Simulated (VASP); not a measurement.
A run of VASP 6.6.1 is set up as follows.

File INCAR:

```
ALGO = Fast
EDIFF = 1E-6
ENCUT = 520
ISIF = 2
ISMEAR = -1
LASPH = True
LCHARG = False
LREAL = False
LWAVE = False
NBANDS = 10
NELM = 80
PREC = Accurate
SIGMA = 0.05
```

File KPOINTS:

```
k-points
0
Gamma
  7 7 7
```

POSCAR

```
Rb
1.0
   -2.8574649348      2.8574649348      2.8574649348
    2.8574649348     -2.8574649348      2.8574649348
    2.8574649348      2.8574649348     -2.8574649348
Rb
1
Direct
    0.0000000000      0.0000000000      0.0000000000
```

Potentials or basis: VASP PAW LDA potentials, release 64 (Rb_sv).

Command:

```sh
$ cat potpaw_LDA.64/Rb_sv/POTCAR > POTCAR
$ mpirun -np 1 vasp_std > vasp.out
```

Problem. Predict the pressure.

Solution. -0.5 GPa.
